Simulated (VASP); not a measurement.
# Si16C (a cell with a defect) in VASP: further runs

Runs on Si16C (a cell with a defect). Level: r2SCAN+D3(BJ). Tasks: single point.

Everything below comes from runs of VASP 6.6.1. Logs are shortened: lines on timing, memory, paths and dates and some standing lists are left out, and cuts for length are marked.

### 1 The cell of the first run

The cell holds a defect, 17 atoms: a = 7.679 Å, b = 7.679 Å, c = 7.679 Å, α = 60.00°, β = 60.00°, γ = 60.00°.

### 2 Single point, r2SCAN+D3(BJ), collinear spin, zero start

Input file POSCAR:

```
Si16C
1.0
    0.0000000000      5.4300000000      5.4300000000
    5.4300000000      0.0000000000      5.4300000000
    5.4300000000      5.4300000000      0.0000000000
Si C
16 1
Direct
    0.0044397790      0.0101885820     -0.0401988950
    0.0986682320      0.1214017495      0.1593547882
   -0.0085930018     -0.0165585635      0.5229114180
    0.1422531308      0.1269161142      0.5949072744
   -0.0315251381      0.4978824125      0.0032923573
    0.1109548803      0.6332607735      0.1182419890
    0.0014862799      0.5015669429      0.4927765193
    0.1235998158      0.6120869245      0.6341274401
    0.4815893186      0.0237718232      0.0138239411
    0.6240665746      0.1464378453      0.1391183241
    0.5108513812     -0.0089101289      0.5075909761
    0.6169057090      0.1268764273      0.6393162063
    0.4855605893      0.5182825046      0.0079092081
    0.5993836096      0.6506854512      0.1350174954
    0.4967139963      0.5019882136      0.5076928177
    0.6272457643      0.6179910681      0.6352759669
    0.8707419890      0.2435598527      0.0570482505
```

Input file INCAR.step1:

```
SYSTEM = Si16C
PREC = Accurate
ENCUT = 520
ISMEAR = -1
SIGMA = 0.02
LREAL = Auto
LASPH = .True.
NELM = 150
ISPIN = 2
MAGMOM = 0 0 0 0 0 0 0 0 0 0 0 0 0 0 0 0 0
NBANDS = 52
GGA = PE
ALGO = Normal
EDIFF = 1E-4
LWAVE = .True.
LCHARG = .False.
```

Input file INCAR.step2:

```
SYSTEM = Si16C
PREC = Accurate
ENCUT = 520
EDIFF = 1E-6
ISMEAR = -1
SIGMA = 0.02
LREAL = Auto
LASPH = .True.
NELM = 150
ALGO = Normal
ISIF = 2
LWAVE = .False.
LCHARG = .False.
ISPIN = 2
MAGMOM = 0 0 0 0 0 0 0 0 0 0 0 0 0 0 0 0 0
LORBIT = 11
METAGGA = R2SCAN
LMIXTAU = .True.
IVDW = 12
VDW_S6 = 1.0
VDW_S8 = 0.78981345
VDW_A1 = 0.49484001
VDW_A2 = 5.73083694
NBANDS = 52
ISTART = 1
```

Input file KPOINTS:

```
regular mesh
0
Gamma
  2 2 2
  0 0 0
```

Potentials or basis: VASP PAW PBE potentials, release 64 (Si, C).

Started as:

```
$ cat potpaw_PBE.64/Si/POTCAR potpaw_PBE.64/C/POTCAR > POTCAR
$ cp INCAR.step1 INCAR
$ mpirun -np 1 vasp_std > vasp.out
$ cp INCAR.step2 INCAR
$ mpirun -np 1 vasp_std > vasp.out
```

OUTCAR:

```text
SYSTEM = Si16C
   PREC = Accurate
   ENCUT = 520
   EDIFF = 1E-6
   ISMEAR = -1
   LREAL = Auto
   LASPH = .True.
   NELM = 150
   ISIF = 2
   ISPIN = 2
   LORBIT = 11
   METAGGA = R2SCAN
   IVDW = 12
   ISTART = 1
 IVDW          = 12

 ion  position               nearest neighbor table
   1  0.004  0.010  0.960-  17 1.89   4 2.29   6 2.37  10 2.43   2 2.58
   2  0.099  0.121  0.159-  17 1.89   3 2.28   5 2.37   9 2.41   1 2.58
   3  0.991  0.983  0.523-   2 2.28   4 2.32   8 2.33  12 2.35
   4  0.142  0.127  0.595-   1 2.29   3 2.32  11 2.32   7 2.35
   5  0.968  0.498  0.003-  17 2.21   8 2.33  14 2.33   2 2.37   6 2.47
   6  0.111  0.633  0.118-   7 2.35  13 2.35   1 2.37   5 2.47
   7  0.001  0.502  0.493-   8 2.35  16 2.35   6 2.35   4 2.35
   8  0.124  0.612  0.634-   5 2.33   3 2.33  15 2.34   7 2.35
   9  0.482  0.024  0.014-  14 2.34  12 2.35   2 2.41  10 2.45
  10  0.624  0.146  0.139-  17 2.07  11 2.32  13 2.34   1 2.43   9 2.45
  11  0.511  0.991  0.508-  10 2.32   4 2.32  16 2.34  12 2.35
  12  0.617  0.127  0.639-  11 2.35   3 2.35  15 2.35   9 2.35
  13  0.486  0.518  0.008-  10 2.34  14 2.34  16 2.34   6 2.35
  14  0.599  0.651  0.135-   5 2.33   9 2.34  13 2.34  15 2.34
  15  0.497  0.502  0.508-   8 2.34  14 2.34  16 2.35  12 2.35
  16  0.627  0.618  0.635-  11 2.34  13 2.34  15 2.35   7 2.35
  17  0.871  0.244  0.057-   1 1.89   2 1.89  10 2.07   5 2.21

  LATTYP: Found a face centered cubic cell.
 ALAT       =    10.8600000000

  Lattice vectors:

 A1 = (   0.0000000000,   5.4300000000,   5.4300000000)
 A2 = (   5.4300000000,   0.0000000000,   5.4300000000)
 A3 = (   5.4300000000,   5.4300000000,   0.0000000000)

Analysis of symmetry for initial positions (statically):
=====================================================================
 Subroutine PRICEL returns:
 Original cell was already a primitive cell.

 Routine SETGRP: Setting up the symmetry group for a
 face centered cubic supercell.

 Subroutine GETGRP returns: Found  1 space group operations
 (whereof  1 operations were pure point group operations)
 out of a pool of 48 trial point group operations.

The static configuration has the point symmetry C_1 .

Analysis of symmetry for dynamics (positions and initial velocities):
=====================================================================
 Subroutine PRICEL returns:
 Original cell was already a primitive cell.

 Routine SETGRP: Setting up the symmetry group for a
 face centered cubic supercell.

 Subroutine GETGRP returns: Found  1 space group operations
 (whereof  1 operations were pure point group operations)
 out of a pool of 48 trial point group operations.

The dynamic configuration has the point symmetry C_1 .

Analysis of structural, dynamic, and magnetic symmetry:
=====================================================================
 Subroutine PRICEL returns:
 Original cell was already a primitive cell.

 Routine SETGRP: Setting up the symmetry group for a
 face centered cubic supercell.

 Subroutine GETGRP returns: Found  1 space group operations
 (whereof  1 operations were pure point group operations)
 out of a pool of 48 trial point group operations.

The overall configuration has the point symmetry C_1 .

 Subroutine INISYM returns: Found  1 space group operations
 (whereof  1 operations are pure point group operations),
 and found     1 'primitive' translations

----------------------------------------------------------------------------------------

                                     Primitive cell

  volume of cell :     320.2060

  direct lattice vectors                    reciprocal lattice vectors
     0.000000000  5.430000000  5.430000000    -0.092081031  0.092081031  0.092081031
     5.430000000  0.000000000  5.430000000     0.092081031 -0.092081031  0.092081031
     5.430000000  5.430000000  0.000000000     0.092081031  0.092081031 -0.092081031

  length of vectors
     7.679179644  7.679179644  7.679179644     0.159489025  0.159489025  0.159489025

  position of ions in fractional coordinates (direct lattice)
     0.004439779  0.010188582  0.959801105
     0.098668232  0.121401750  0.159354788
     0.991406998  0.983441437  0.522911418
     0.142253131  0.126916114  0.594907274
[... 75 lines left out ...]
   ions per type =              16   1
   NGX,Y,Z   is equivalent  to a cutoff of  12.99, 12.99, 12.99 a.u.
   NGXF,Y,Z  is equivalent  to a cutoff of  25.98, 25.98, 25.98 a.u.
 SYSTEM =  Si16C
   PREC   = accura    normal or accurate (medium, high low for compatibility)
   ISTART =      1    job   : 0-new  1-cont  2-samecut
   ICHARG =      0    charge: 1-file 2-atom 10-const
   ISPIN  =      2    spin polarized calculation?
   LNONCOLLINEAR =      F non collinear calculations
   LSORBIT =      F    spin-orbit coupling
   LASPH  =      T    aspherical Exc in radial PAW
   ENCUT  =  520.0 eV  38.22 Ry    6.18 a.u.  14.28 14.28 14.28*2*pi/ulx,y,z
   NELM   =    150;   NELMIN=  2; NELMDL=  0     # of ELM steps
   EDIFF  = 0.1E-05   stopping-criterion for ELM
   LREAL  =      T    real-space projection
   EDIFFG = 0.1E-04   stopping-criterion for IOM
   NSW    =      0    number of steps for IOM
   IBRION =     -1    ionic relax: 0-MD 1-quasi-New 2-CG
   NFREE  =      0    steps in history (QN), initial steepest desc. (CG)
   ISIF   =      2    stress and relaxation
   ISYM   =      2    0-nonsym 1-usesym 2-fastsym
   POTIM  = 0.5000    time-step for ionic-motion
   TEBEG  =    0.0;   TEEND  =   0.0 temperature during run
   PSTRESS=    0.0 pullay stress
   NELECT =      68.0000    total number of electrons
   NUPDOWN=      -1.0000    fix difference up-down
   EMIN   =  10.00;   EMAX   =-10.00  energy-range for DOS
   EFERMI =   0.00;   METHOD = LEGACY
   ISMEAR =    -1;   SIGMA  =   0.02  broadening in eV -4-tet -1-fermi 0-gaus
   EFERMI_NEDOS =   21; number of points for ismear=-14 and -15
   IALGO  =     38    algorithm
   IMIX   =      4    mixing-type and parameters
     AMIX     =   0.40;   BMIX     =  1.00
     AMIX_MAG =   1.60;   BMIX_MAG =  1.00
  volume/ion in A,a.u.               =      18.84       127.11
  Fermi-wavevector in a.u.,A,eV,Ry     =   0.976715  1.845724 12.979587  0.953973
  Thomas-Fermi vector in A             =   2.107356
   LORBIT       =     11    0 simple, 1 ext, 2 COOP (PROOUT), +10 PAW based schemes
   METAGGA = R2SCAN    functional components
   LHFCALC =     F    Hartree Fock is set to
   AEXX    =    0.0000 exact exchange contribution
   IVDW    =    12    specifies the selected vdW correction
   LEPSILON=     F    determine dielectric tensor
   LRPA    =     F    only Hartree local field effects (RPA)
 spin polarized calculation
  energy-cutoff  :      520.00
  volume of cell :      320.21
 maximum number of plane-waves:      8646
 NGX is ok and might be reduce to    60
   NGX = 29   NGY = 29   NGZ = 29

 number of electron      68.0000000 magnetization       0.0000000

 number of electron      68.0000000 magnetization      -0.0000000

 Free energy of the ion-electron system (eV)
  ---------------------------------------------------
  ext. energy  EPLUGINS =         0.00000000
  ---------------------------------------------------
  free energy    TOTEN  =      -144.88839692 eV

  energy without entropy =     -144.88839652  energy(sigma->0) =     -144.88839672

 E-fermi :   6.1465     XC(G=0): -10.0222

 val. band max:        5.8894818317   @ k =   0.0000   0.0000   0.0000
 cond. band min:       6.4023658619   @ k =   0.0000   0.0000   0.0000
 fundamental gap:      0.5128840302
 Fermi energy:         6.1465311124

 spin component 1

 k-point     1 :       0.0000    0.0000    0.0000
  band No.  band energies     occupation
      1      -8.2634      1.00000
      2      -5.8861      1.00000
      3      -4.6219      1.00000
      4      -4.3319      1.00000
      5      -4.0913      1.00000
      6      -3.3970      1.00000
[... 381 lines left out ...]
     45      10.4803      0.00000
     46      10.5722      0.00000
 Fermi energy:         6.1465311124

 spin component 2

 k-point     1 :       0.0000    0.0000    0.0000
  band No.  band energies     occupation
      1      -8.2634      1.00000
      2      -5.8861      1.00000
      3      -4.6219      1.00000
      4      -4.3319      1.00000
      5      -4.0913      1.00000
      6      -3.3970      1.00000
[... 381 lines left out ...]
     45      10.4803      0.00000
     46      10.5722      0.00000
 [bands above 46 left out]

------------------------ aborting loop because EDIFF is reached ----------------------------------------

 Edisp (eV)   -2.47595

 E8    (eV) :    -0.7800

  FORCE on cell =-STRESS in cart. coord.  units (eV):
  Direction    XX          YY          ZZ          XY          YZ          ZX
  --------------------------------------------------------------------------------------
  -------------------------------------------------------------------------------------
  Total       2.22070     1.81443    -1.89149     1.03457    -2.58948    -2.81754
  in kB      11.11146     9.07863    -9.46425     5.17653   -12.95667   -14.09781
  external pressure =        3.58 kB  Pullay stress =        0.00 kB

 VOLUME and BASIS-vectors are now :
 -----------------------------------------------------------------------------
  energy-cutoff  :      520.00
  volume of cell :      320.21
      direct lattice vectors                 reciprocal lattice vectors
     0.000000000  5.430000000  5.430000000    -0.092081031  0.092081031  0.092081031
     5.430000000  0.000000000  5.430000000     0.092081031 -0.092081031  0.092081031
     5.430000000  5.430000000  0.000000000     0.092081031  0.092081031 -0.092081031

 POSITION                                       TOTAL-FORCE (eV/Angst)
 -----------------------------------------------------------------------------------
      5.26704      5.23583      0.07943        -0.017548     -0.031324      0.135831
      1.52451      1.40106      1.19498         0.195860      0.089977      0.094874
      8.17950      8.22275     10.72343         0.026996      0.065840     -0.077977
      3.91950      4.00278      1.46159         0.056202      0.012485     -0.013326
      2.72138      5.27670      7.96232        -0.037651     -0.000412     -0.076622
      4.08066      1.24454      4.04109         0.041186     -0.082813     -0.048305
[... 9 lines left out ...]
      6.80524      6.85549      6.76164         0.004188     -0.066062     -0.003003
      1.63230      5.03790      6.05066        -0.589758      0.250371     -0.317843
 -----------------------------------------------------------------------------------
    total drift:                                0.001466     -0.001635      0.008780

  FREE ENERGIE OF THE ION-ELECTRON SYSTEM (eV)
  ---------------------------------------------------
  free  energy   TOTEN  =      -147.3643486836 eV

  energy  without entropy=     -147.3643482791  energy(sigma->0) =     -147.36434848

 total charge

# of ion       s       p       d       tot
------------------------------------------
    1        0.757   0.928   0.000   1.685
    2        0.749   0.935   0.000   1.684
    3        0.741   0.999   0.000   1.740
    4        0.741   1.000   0.000   1.741
    5        0.742   0.914   0.000   1.655
    6        0.749   0.946   0.000   1.696
[... 9 lines left out ...]
   16        0.734   0.981   0.000   1.715
   17        0.937   1.424   0.000   2.361
--------------------------------------------------
tot         12.812  16.817   0.000  29.629

 magnetization (x)

# of ion       s       p       d       tot
------------------------------------------
    1       -0.000   0.000   0.000   0.000
    2        0.000  -0.000   0.000   0.000
    3        0.000   0.000   0.000   0.000
    4        0.000   0.000   0.000   0.000
    5       -0.000   0.000   0.000  -0.000
    6       -0.000   0.000   0.000  -0.000
[... 9 lines left out ...]
   16       -0.000  -0.000   0.000  -0.000
   17       -0.000  -0.000   0.000  -0.000
--------------------------------------------------
tot         -0.000  -0.000   0.000  -0.000
```

Wall time 21 min (1 thread of Intel Xeon 6975P-C (Granite Rapids), shared host); peak memory 0.82 GiB.

What came out:

```yaml
Free_energy: -147.3643 eV
Pressure: 0.4 GPa
Largest_force: 0.715 eV/Å
Band_gap_on_the_k_mesh: 0.51 eV
Net_moment: 0.00 μB per cell
Valence_electrons_inside_the_program's_atomic_spheres: Si 1.69, 1.68, 1.74, 1.66, 1.70, 1.71, 1.72, 1.65, 1.73; C 2.36
Dispersion_energy_per_atom: -0.146 eV
```

Forces in eV/Å, atoms in the order of the input:
```
Si  -0.018 -0.031  0.136
Si   0.196  0.090  0.095
Si   0.027  0.066 -0.078
Si   0.056  0.012 -0.013
Si  -0.038  0.000 -0.077
Si   0.041 -0.083 -0.048
Si   0.067 -0.007 -0.034
Si  -0.036 -0.023 -0.016
Si  -0.167 -0.055  0.006
Si   0.333  0.171  0.496
Si  -0.045 -0.033  0.027
Si   0.013 -0.045  0.031
Si   0.130 -0.243 -0.089
Si   0.001 -0.006 -0.083
Si   0.025  0.003 -0.032
Si   0.004 -0.066 -0.003
C   -0.590  0.250 -0.318
```

Caveat: the k points lie up to 0.50 Å⁻¹ apart; the PAW data sets were made with another functional, which shifts forces and pressure a little.

### 3 Single point, r2SCAN+D3(BJ), collinear spin, zero start

Input file POSCAR:

```
Si16C
1.0
    0.0000000000      5.4300000000      5.4300000000
    5.4300000000      0.0000000000      5.4300000000
    5.4300000000      5.4300000000      0.0000000000
Si C
16 1
Direct
    0.0093937385      0.0195569061     -0.0255349908
    0.0837717311      0.1561162983      0.1279914365
   -0.0169820442      0.0036816759      0.4981118785
    0.1125003683      0.1317007366      0.6116073665
    0.0016328729      0.5246378453     -0.0011811234
    0.1504541436      0.6287942910      0.1189292818
    0.0042188766      0.5055645488      0.4928883057
    0.1213277164      0.6308185083      0.6255962247
    0.4710829650      0.0235995396      0.0151490792
    0.5874036832      0.0926777164      0.1918556169
    0.4763903315     -0.0243908840      0.5531433702
    0.6098635359      0.1292049724      0.6395337017
    0.5557985267      0.4875198895     -0.0034128913
    0.6267052486      0.6533356354      0.1280564457
    0.4954579190      0.5035155617      0.5006842541
    0.6304939227      0.6090029466      0.6326220994
    0.7726344383      0.2322662983      0.0825745856
```

Input file INCAR.step1:

```
PREC = Accurate ; ENCUT = 520
ISMEAR = -1 ; SIGMA = 0.02
LREAL = Auto ; LASPH = T
NELM = 150 ; ISPIN = 2
MAGMOM = 0 0 0 0 0 0 0 0 0 0 0 0 0 0 0 0 0 ; NBANDS = 52
GGA = PE ; ALGO = Normal
EDIFF = 1E-4 ; LWAVE = T
LCHARG = F
```

Input file INCAR.step2:

```
PREC = Accurate ; ENCUT = 520
EDIFF = 1E-7 ; ISMEAR = -1
SIGMA = 0.02 ; LREAL = Auto
LASPH = T ; NELM = 150
ALGO = Normal ; ISIF = 2
LWAVE = F ; LCHARG = F
ISPIN = 2 ; MAGMOM = 0 0 0 0 0 0 0 0 0 0 0 0 0 0 0 0 0
LORBIT = 11 ; METAGGA = R2SCAN
LMIXTAU = T ; IVDW = 12
VDW_S6 = 1.0 ; VDW_S8 = 0.78981345
VDW_A1 = 0.49484001 ; VDW_A2 = 5.73083694
NBANDS = 52 ; ISTART = 1
```

Input file KPOINTS:

```
regular mesh
0
Gamma
  2 2 2
```

Potentials or basis: VASP PAW PBE potentials, release 64 (Si, C).

Started as:

```
$ cat potpaw_PBE.64/Si/POTCAR potpaw_PBE.64/C/POTCAR > POTCAR
$ cp INCAR.step1 INCAR
$ mpirun -np 1 vasp_std > vasp.out
$ cp INCAR.step2 INCAR
$ mpirun -np 1 vasp_std > vasp.out
```

It took 25 min on 1 thread of Intel Xeon 6975P-C (Granite Rapids), shared host; peak memory 0.84 GiB.

The run converged. Its results:

```yaml
Free_energy: -147.6018 eV
Pressure: 0.9 GPa
Largest_force: 0.345 eV/Å
Band_gap_on_the_k_mesh: 0.12 eV
Net_moment: 0.00 μB per cell
Valence_electrons_inside_the_program's_atomic_spheres: Si 1.68, 1.67, 1.72, 1.74, 1.71, 1.75, 1.66, 1.73; C 2.44
Dispersion_energy_per_atom: -0.146 eV
```

Forces on the atoms (eV/Å):
```
Si  -0.044 -0.061  0.053
Si  -0.017  0.133  0.078
Si  -0.015 -0.002  0.012
Si  -0.017  0.010 -0.019
Si   0.027 -0.016  0.023
Si   0.037 -0.037 -0.013
Si   0.004  0.004  0.029
Si   0.010  0.009  0.000
Si   0.026  0.024 -0.018
Si  -0.035  0.029  0.052
Si   0.034 -0.008  0.025
Si   0.028  0.004  0.020
Si  -0.060  0.149  0.054
Si  -0.037 -0.025 -0.032
Si   0.001 -0.009  0.006
Si  -0.013 -0.021  0.013
C    0.072 -0.183 -0.283
```

Stress tensor (GPa, compression positive):
```
 0.51  1.72 -0.50
 1.72 -0.53 -0.89
-0.50 -0.89  2.64
```

Levels at points of the mesh, in eV from the valence-band top:
Spin up:
| k point | band 31 | band 32 | band 33 | band 34 | band 35 | band 36 | band 37 | band 38 |
| --- | --- | --- | --- | --- | --- | --- | --- | --- |
| (0.00, 0.00, 0.00) | -1.19 | -0.69 | -0.51 | -0.26 | 0.12 | 0.41 | 0.68 | 0.83 |
| (0.50, 0.00, 0.00) | -1.38 | -1.27 | -0.99 | -0.63 | 0.71 | 1.29 | 1.39 | 1.48 |
| (0.00, 0.50, 0.00) | -1.31 | -1.23 | -0.76 | -0.62 | 0.70 | 1.32 | 1.39 | 1.50 |
| (0.00, 0.00, 0.50) | -1.23 | -1.17 | -0.69 | -0.30 | 0.72 | 1.15 | 1.19 | 1.44 |
| (0.50, 0.50, 0.50) | -1.23 | -1.10 | -0.89 | -0.25 | 0.71 | 1.18 | 1.39 | 1.58 |
| (0.50, 0.50, 0.00) | -1.74 | -1.68 | -0.90 | 0.00 | 0.58 | 1.22 | 1.68 | 2.21 |
| (0.00, 0.50, 0.50) | -1.65 | -1.64 | -0.95 | -0.55 | 0.67 | 1.31 | 1.70 | 2.24 |
| (0.50, 0.00, 0.50) | -1.81 | -1.65 | -0.93 | -0.71 | 0.81 | 1.46 | 1.70 | 2.31 |
Spin down:
```tsv
k point	band 30	band 31	band 32	band 33	band 34	band 35	band 36	band 37	band 38	band 39
(0.00, 0.00, 0.00)	-1.27	-1.19	-0.69	-0.51	-0.26	0.12	0.41	0.68	0.83	1.10
(0.50, 0.00, 0.00)	-1.45	-1.38	-1.27	-0.99	-0.63	0.71	1.29	1.39	1.48	1.67
(0.00, 0.50, 0.00)	-1.53	-1.31	-1.23	-0.76	-0.62	0.70	1.32	1.39	1.50	1.66
(0.00, 0.00, 0.50)	-1.63	-1.23	-1.17	-0.69	-0.30	0.72	1.15	1.19	1.44	1.70
(0.50, 0.50, 0.50)	-1.71	-1.23	-1.10	-0.89	-0.25	0.71	1.18	1.39	1.58	1.69
(0.50, 0.50, 0.00)	-1.81	-1.74	-1.68	-0.90	0.00	0.58	1.22	1.68	2.21	2.28
(0.00, 0.50, 0.50)	-1.93	-1.65	-1.64	-0.95	-0.55	0.67	1.31	1.70	2.24	2.47
(0.50, 0.00, 0.50)	-1.93	-1.81	-1.65	-0.93	-0.71	0.81	1.46	1.70	2.31	2.57
```

Caveat: the k points lie up to 0.50 Å⁻¹ apart; the PAW data sets were made with another functional, which shifts forces and pressure a little.
